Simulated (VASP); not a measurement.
# CdTe (P4/nmm) in VASP: notebook

Runs on CdTe. Level: PBE. Tasks: single point, relaxation of cell and atoms.

Everything below comes from runs of VASP 6.6.1. Logs are shortened: lines on timing, memory, paths and dates and some standing lists are left out, and cuts for length are marked.

## 1. The cell of the first run

The structure is tetragonal, space group P4/nmm (No. 129). Conventional cell: a = 4.702 Å, b = 4.702 Å, c = 6.493 Å, α = 90.00°, β = 90.00°, γ = 90.00°. Cd (site symmetry -4m2) has 4 Te at 2.93 Å and 4 Cd at 3.33 Å within 3.9 Å. Te (site symmetry 4mm) has 4 Cd at 2.93 Å within 3.9 Å.

## 2. Single point, PBE

File INCAR:

```
SYSTEM = CdTe
  ALGO = Normal
  EDIFF = 1E-6
  ENCUT = 520
  GGA = PE
  ISIF = 2
  ISMEAR = 0
  LASPH = .True.
  LCHARG = .False.
  LREAL = .False.
  LWAVE = .False.
  NBANDS = 26
  NELM = 80
  PREC = Accurate
  SIGMA = 0.02
```

File KPOINTS:

```
k-points
0
Gamma
  6 6 4
  0 0 0
```

File POSCAR:

```
CdTe
1.0
    4.7022808726      0.0000000000      0.0000000000
    0.0000000000      4.7022808726      0.0000000000
    0.0000000000      0.0000000000      6.4934483091
Cd Te
2 2
Direct
    0.0000000000      0.0000000000      0.0000000000
    0.5000000000      0.5000000000      0.0000000000
    0.5000000000      0.0000000000      0.7305277160
    0.0000000000      0.5000000000      0.2694722840
```

Potentials or basis: VASP PAW PBE potentials, release 64 (Cd, Te).

Started as:

```
$ cat potpaw_PBE.64/Cd/POTCAR potpaw_PBE.64/Te/POTCAR > POTCAR
$ mpirun -np 1 vasp_std > vasp.out
```

OUTCAR:

```text
SYSTEM = CdTe
   EDIFF = 1E-6
   ENCUT = 520
   GGA = PE
   ISIF = 2
   ISMEAR = 0
   LASPH = .True.
   LREAL = .False.
   NELM = 80
   PREC = Accurate

 ion  position               nearest neighbor table
   1  0.000  0.000  0.000-   3 2.93   4 2.93   4 2.93   3 2.93   2 3.33   2 3.33   2 3.33   2 3.33

   2  0.500  0.500  0.000-   3 2.93   4 2.93   3 2.93   4 2.93   1 3.33   1 3.33   1 3.33   1 3.33

   3  0.500  0.000  0.731-   1 2.93   2 2.93   2 2.93   1 2.93
   4  0.000  0.500  0.269-   1 2.93   2 2.93   1 2.93   2 2.93

  LATTYP: Found a simple tetragonal cell.
 ALAT       =     4.7022808726
 C/A-ratio  =     1.3809145998

  Lattice vectors:

 A1 = (   4.7022808726,   0.0000000000,   0.0000000000)
 A2 = (   0.0000000000,   4.7022808726,   0.0000000000)
 A3 = (   0.0000000000,   0.0000000000,   6.4934483091)

Analysis of symmetry for initial positions (statically):
=====================================================================
 Subroutine PRICEL returns:
 Original cell was already a primitive cell.

 Routine SETGRP: Setting up the symmetry group for a
 simple tetragonal supercell.

 Subroutine GETGRP returns: Found 16 space group operations
 (whereof  8 operations were pure point group operations)
 out of a pool of 16 trial point group operations.

The static configuration has the point symmetry D_2d.
 The point group associated with its full space group is D_4h.

Analysis of symmetry for dynamics (positions and initial velocities):
=====================================================================
 Subroutine PRICEL returns:
 Original cell was already a primitive cell.

 Routine SETGRP: Setting up the symmetry group for a
 simple tetragonal supercell.

 Subroutine GETGRP returns: Found 16 space group operations
 (whereof  8 operations were pure point group operations)
 out of a pool of 16 trial point group operations.

The dynamic configuration has the point symmetry D_2d.
 The point group associated with its full space group is D_4h.

 Subroutine INISYM returns: Found 16 space group operations
 (whereof  8 operations are pure point group operations),
 and found     1 'primitive' translations

----------------------------------------------------------------------------------------

                                     Primitive cell

  volume of cell :     143.5795

  direct lattice vectors                    reciprocal lattice vectors
     4.702280873  0.000000000  0.000000000     0.212662754  0.000000000  0.000000000
     0.000000000  4.702280873  0.000000000     0.000000000  0.212662754  0.000000000
     0.000000000  0.000000000  6.493448309     0.000000000  0.000000000  0.154001380

  length of vectors
     4.702280873  4.702280873  6.493448309     0.212662754  0.212662754  0.154001380

  position of ions in fractional coordinates (direct lattice)
     0.000000000  0.000000000  0.000000000
     0.500000000  0.500000000  0.000000000
     0.500000000  0.000000000  0.730527716
     0.000000000  0.500000000  0.269472284

  ion indices of the primitive-cell ions
   primitive index   ion index
                 1           1
                 2           2
                 3           3
                 4           4

----------------------------------------------------------------------------------------

 KPOINTS: k-points

Automatic generation of k-mesh.
 Grid dimensions read from file:
 generate k-points for:    6    6    4

 Generating k-lattice:

  Cartesian coordinates                     Fractional coordinates (reciprocal lattice)
     0.035443792  0.000000000  0.000000000     0.166666667  0.000000000  0.000000000
     0.000000000  0.035443792  0.000000000     0.000000000  0.166666667  0.000000000
     0.000000000  0.000000000  0.038500345     0.000000000  0.000000000  0.250000000

  Length of vectors
     0.035443792  0.035443792  0.038500345

  Shift w.r.t. Gamma in fractional coordinates (k-lattice)
     0.000000000  0.000000000  0.000000000

 Subroutine IBZKPT returns following result:
 ===========================================

 Found     30 irreducible k-points:

 Following reciprocal coordinates:
            Coordinates               Weight
  0.000000  0.000000  0.000000      1.000000
  0.166667  0.000000  0.000000      4.000000
  0.333333  0.000000  0.000000      4.000000
  0.500000  0.000000  0.000000      2.000000
  0.166667  0.166667  0.000000      4.000000
  0.333333  0.166667  0.000000      8.000000
[... 16 lines left out ...]
  0.333333  0.000000  0.500000      4.000000
  0.500000  0.000000  0.500000      2.000000
 [... further k-points ...]
   k-points           NKPTS =     30   k-points in BZ     NKDIM =     30   number of bands    NBANDS=     26
   number of dos      NEDOS =    301   number of ions     NIONS =      4
   total plane-waves  NPLWV =  62208
   dimension x,y,z NGX =    36 NGY =   36 NGZ =   48
   dimension x,y,z NGXF=    72 NGYF=   72 NGZF=   96
   ions per type =               2   2
   NGX,Y,Z   is equivalent  to a cutoff of  12.73, 12.73, 12.29 a.u.
   NGXF,Y,Z  is equivalent  to a cutoff of  25.46, 25.46, 24.58 a.u.
 SYSTEM =  CdTe
   PREC   = accura    normal or accurate (medium, high low for compatibility)
   ISTART =      0    job   : 0-new  1-cont  2-samecut
   ICHARG =      2    charge: 1-file 2-atom 10-const
   ISPIN  =      1    spin polarized calculation?
   LNONCOLLINEAR =      F non collinear calculations
   LSORBIT =      F    spin-orbit coupling
   LASPH  =      T    aspherical Exc in radial PAW
   ENCUT  =  520.0 eV  38.22 Ry    6.18 a.u.   8.74  8.74 12.07*2*pi/ulx,y,z
   NELM   =     80;   NELMIN=  2; NELMDL= -5     # of ELM steps
   EDIFF  = 0.1E-05   stopping-criterion for ELM
   LREAL  =      F    real-space projection
   EDIFFG = 0.1E-04   stopping-criterion for IOM
   NSW    =      0    number of steps for IOM
   IBRION =     -1    ionic relax: 0-MD 1-quasi-New 2-CG
   NFREE  =      0    steps in history (QN), initial steepest desc. (CG)
   ISIF   =      2    stress and relaxation
   ISYM   =      2    0-nonsym 1-usesym 2-fastsym
   POTIM  = 0.5000    time-step for ionic-motion
   TEBEG  =    0.0;   TEEND  =   0.0 temperature during run
   PSTRESS=    0.0 pullay stress
   NELECT =      36.0000    total number of electrons
   NUPDOWN=      -1.0000    fix difference up-down
   EMIN   =  10.00;   EMAX   =-10.00  energy-range for DOS
   EFERMI =   0.00;   METHOD = LEGACY
   ISMEAR =     0;   SIGMA  =   0.02  broadening in eV -4-tet -1-fermi 0-gaus
   EFERMI_NEDOS =   21; number of points for ismear=-14 and -15
   IALGO  =     38    algorithm
   IMIX   =      4    mixing-type and parameters
     AMIX     =   0.40;   BMIX     =  1.00
     AMIX_MAG =   1.60;   BMIX_MAG =  1.00
  volume/ion in A,a.u.               =      35.89       242.23
  Fermi-wavevector in a.u.,A,eV,Ry     =   1.032313  1.950789 14.499329  1.065671
  Thomas-Fermi vector in A             =   2.166505
   LORBIT       =      0    0 simple, 1 ext, 2 COOP (PROOUT), +10 PAW based schemes
   GGA     = PE    functional components
   LHFCALC =     F    Hartree Fock is set to
   AEXX    =    0.0000 exact exchange contribution
   IVDW    =     0    specifies the selected vdW correction
   LEPSILON=     F    determine dielectric tensor
   LRPA    =     F    only Hartree local field effects (RPA)
 non-spin polarized calculation
 Gauss-broadening in eV      SIGMA  =   0.02
  energy-cutoff  :      520.00
  volume of cell :      143.58
 maximum number of plane-waves:      3912
 NGX is ok and might be reduce to    36
   NGX = 17   NGY = 17   NGZ = 25

 number of electron      35.9999997 magnetization

 Free energy of the ion-electron system (eV)
  ---------------------------------------------------
  ext. energy  EPLUGINS =         0.00000000
  ---------------------------------------------------
  free energy    TOTEN  =        -9.11434763 eV

  energy without entropy =       -9.11434763  energy(sigma->0) =       -9.11434763

 E-fermi :   2.0133     XC(G=0):  -8.3622

 val. band max:        1.9029790239   @ k =   0.0000   0.0000   0.0000
 cond. band min:       2.8196602957   @ k =   0.0000   0.0000   0.0000
 fundamental gap:      0.9166812718
 Fermi energy:         2.0133011707

 k-point     1 :       0.0000    0.0000    0.0000
  band No.  band energies     occupation
      1      -9.0121      2.00000
      2      -8.5311      2.00000
      3      -6.6840      2.00000
      4      -6.4826      2.00000
      5      -6.4826      2.00000
      6      -6.4720      2.00000
[... 18 lines left out ...]
     25       9.8977      0.00000
     26      10.2101      0.00000

 k-point     2 :       0.1667    0.0000    0.0000
  band No.  band energies     occupation
      1      -8.9456      2.00000
      2      -8.5291      2.00000
      3      -6.6403      2.00000
      4      -6.4590      2.00000
      5      -6.4414      2.00000
      6      -6.4238      2.00000
[... 18 lines left out ...]
     25       9.0042      0.00000
     26       9.1204      0.00000

 k-point     3 :       0.3333    0.0000    0.0000
  band No.  band energies     occupation
      1      -8.7876      2.00000
      2      -8.5478      2.00000
      3      -6.5166      2.00000
      4      -6.3924      2.00000
      5      -6.3500      2.00000
      6      -6.3373      2.00000
[... 18 lines left out ...]
     25       8.0577      0.00000
     26       8.2926      0.00000

 k-point     4 :       0.5000    0.0000    0.0000
  band No.  band energies     occupation
      1      -8.6323      2.00000
      2      -8.6323      2.00000
      3      -6.3603      2.00000
      4      -6.3603      2.00000
      5      -6.2902      2.00000
      6      -6.2902      2.00000
[... 18 lines left out ...]
     25       8.1186      0.00000
     26       8.1186      0.00000
[... 496 lines left out ...]
      1      -8.7788      2.00000
      2      -8.6851      2.00000
      3      -6.6403      2.00000
      4      -6.4620      2.00000
      5      -6.4411      2.00000
      6      -6.4004      2.00000
[... 18 lines left out ...]
     25       8.1422      0.00000
     26       8.4054      0.00000

 k-point    23 :       0.3333    0.0000    0.5000
  band No.  band energies     occupation
      1      -8.6850      2.00000
      2      -8.6390      2.00000
      3      -6.5168      2.00000
      4      -6.3942      2.00000
      5      -6.3447      2.00000
      6      -6.3432      2.00000
[... 18 lines left out ...]
     25       7.7566      0.00000
     26       8.6586      0.00000

 k-point    24 :       0.5000    0.0000    0.5000
  band No.  band energies     occupation
      1      -8.6271      2.00000
      2      -8.6271      2.00000
      3      -6.3610      2.00000
      4      -6.3610      2.00000
      5      -6.2889      2.00000
      6      -6.2889      2.00000
[... 18 lines left out ...]
     25       9.3645      0.00000
     26       9.3645      0.00000

 [... further k-points ...]
[... 5 lines left out ...]
  --------------------------------------------------------------------------------------
  -------------------------------------------------------------------------------------
  Total        0.1261555      0.1261555      0.1338521      0.0000000      0.0000000      0.0000000
  in kB        1.4077458      1.4077458      1.4936305      0.0000000      0.0000000      0.0000000
  external PRESSURE =       1.4363740 kB  Pullay stress =       0.0000000 kB

 VOLUME and BASIS-vectors are now :
 -----------------------------------------------------------------------------
  energy-cutoff  :      520.00
  volume of cell :      143.58
      direct lattice vectors                 reciprocal lattice vectors
     4.702280873  0.000000000  0.000000000     0.212662754  0.000000000  0.000000000
     0.000000000  4.702280873  0.000000000     0.000000000  0.212662754  0.000000000
     0.000000000  0.000000000  6.493448309     0.000000000  0.000000000  0.154001380

 POSITION                                       TOTAL-FORCE (eV/Angst)
 -----------------------------------------------------------------------------------
      0.00000      0.00000      0.00000         0.000000     -0.000000      0.000000
      2.35114      2.35114      0.00000         0.000000      0.000000      0.000000
      2.35114      0.00000      4.74364         0.000000     -0.000000     -0.041261
      0.00000      2.35114      1.74980         0.000000     -0.000000      0.041261
 -----------------------------------------------------------------------------------
    total drift:                                0.000000      0.000000     -0.000000

  FREE ENERGIE OF THE ION-ELECTRON SYSTEM (eV)
  ---------------------------------------------------
  free  energy   TOTEN  =        -9.1143476292 eV

  energy  without entropy=       -9.1143476292  energy(sigma->0) =       -9.11434763
```

Wall time 38 s (1 thread of Intel Xeon 6975P-C (Granite Rapids), shared host); peak memory 0.3 GiB.

Results:

```
Free energy            : -9.1143 eV
Pressure               : 0.1 GPa
Largest force          : 0.041 eV/Å
Band gap on the k mesh : 0.92 eV, direct
```

Forces in eV/Å, atoms in the order of the input:
```
Cd   0.000  0.000  0.000
Cd   0.000  0.000  0.000
Te   0.000  0.000 -0.041
Te   0.000  0.000  0.041
```

Levels at points of the mesh, in eV from the valence-band top:
```csv
k point,band 15,band 16,band 17,band 18,band 19,band 20,band 21,band 22
"(0.00, 0.00, 0.00)",-1.87,-0.10,0.00,0.00,0.92,1.36,2.63,4.41
"(0.50, 0.00, 0.00)",-1.56,-1.56,-0.74,-0.74,2.63,2.63,4.59,4.59
"(0.50, 0.50, 0.00)",-1.84,-1.84,-1.63,-1.63,2.34,2.34,2.69,2.69
"(0.00, 0.00, 0.50)",-1.62,-1.14,-0.46,-0.46,1.02,2.92,3.13,3.99
"(0.50, 0.00, 0.50)",-0.70,-0.70,-0.62,-0.62,1.69,1.69,4.79,4.79
"(0.50, 0.50, 0.50)",-2.24,-2.24,-2.10,-2.10,3.72,3.72,4.07,4.07
```

Caveat: spin-orbit coupling is left out, which moves the levels of the heavy elements.

## 3. Relaxation of cell and atoms, PBE

This run uses another cell than the first one, of 44.11 Å³/atom, 1.229 times its volume.

File INCAR:

```
  PREC = Accurate
  ENCUT = 600
  EDIFF = 1E-6
  ISMEAR = 0
  SIGMA = 0.1
  LREAL = F
  LASPH = T
  NELM = 60
  ALGO = Normal
  ISIF = 3
  LWAVE = F
  LCHARG = F
  GGA = PE
  IBRION = 2
  NSW = 90
  EDIFFG = -0.04
```

File KPOINTS:

```
regular mesh
0
Gamma
  4 4 4
```

File POSCAR:

```
CdTe
1.0
    4.9969590800      0.0000000000      0.0000000000
    0.0000000000      4.9969590800      0.0000000000
    0.0000000000      0.0000000000      7.0667672900
Cd Te
2 2
Direct
    0.0000000000      0.0000000000      0.0000000000
    0.5000000000      0.5000000000      0.0000000000
    0.5000000000      0.0000000000      0.7500000000
    0.0000000000      0.5000000000      0.2500000000
```

Potentials or basis: VASP PAW PBE potentials, release 64 (Cd, Te).

Started as:

```
$ cat potpaw_PBE.64/Cd/POTCAR potpaw_PBE.64/Te/POTCAR > POTCAR
$ mpirun -np 1 vasp_std > vasp.out
```

Wall time 4.1 min (1 thread of Intel Xeon 6975P-C (Granite Rapids), shared host); peak memory 0.34 GiB.

The run converged. Its results:

- Free energy: -9.0714 eV
- Relaxed volume: 38.88 Å³/atom
- Relaxed cell: a = 4.716 Å, b = 4.716 Å, c = 6.991 Å, α = 90.00°, β = 90.00°, γ = 90.00°
- Space group after relaxing (to 0.05 Å): P4/nmm (No. 129)
- Energy gained by relaxing: 62.8 meV/atom
- Ionic steps: 8
- Pressure after relaxing: -0.1 GPa
- Largest force after relaxing: 0.004 eV/Å
- Band gap on the k mesh: 1.02 eV, direct

Forces in eV/Å, atoms in the order of the input:
```
Cd   0.000  0.000  0.000
Cd   0.000  0.000  0.000
Te   0.000  0.000 -0.004
Te   0.000  0.000  0.004
```

The path:
```csv
step,energy change (eV),largest force (eV/Å),pressure (GPa),volume (Å³)
1,0.0000,0.7341,-3.15,176.45
2,-0.2306,0.3329,0.54,155.24
3,-0.2356,0.1759,-0.04,157.64
4,-0.2355,0.1532,-0.11,158.00
5,-0.2415,0.1231,-0.13,157.45
6,-0.2491,0.0600,-0.12,156.37
7,-0.2471,0.0860,-0.10,154.15
8,-0.2512,0.0036,-0.12,155.50
```

Final structure:
```yaml
crystal:
  lattice:
    - [4.71623, 0.00000, 0.00000]
    - [0.00000, 4.71623, 0.00000]
    - [0.00000, 0.00000, 6.99113]
  atoms:
    - { symbol: Cd, position: [0.00000, 0.00000, 0.00000] }
    - { symbol: Cd, position: [0.50000, 0.50000, 0.00000] }
    - { symbol: Te, position: [0.50000, 0.00000, 0.74957] }
    - { symbol: Te, position: [0.00000, 0.50000, 0.25043] }
```

Levels at points of the mesh, in eV from the valence-band top:
```tsv
k point	band 15	band 16	band 17	band 18	band 19	band 20	band 21	band 22
(0.00, 0.00, 0.00)	-1.68	-0.08	0.00	0.00	1.02	1.53	2.73	4.62
(0.50, 0.00, 0.00)	-1.27	-1.27	-0.62	-0.62	2.55	2.55	4.82	4.82
(0.50, 0.50, 0.00)	-1.76	-1.76	-1.64	-1.64	2.62	2.62	2.98	2.98
(0.00, 0.00, 0.50)	-1.56	-0.93	-0.23	-0.23	1.06	2.88	2.91	4.24
(0.50, 0.00, 0.50)	-0.67	-0.67	-0.60	-0.60	1.88	1.88	4.72	4.72
(0.50, 0.50, 0.50)	-1.96	-1.96	-1.89	-1.89	3.56	3.56	3.90	3.90
```

Caveat: spin-orbit coupling is left out, which moves the levels of the heavy elements.
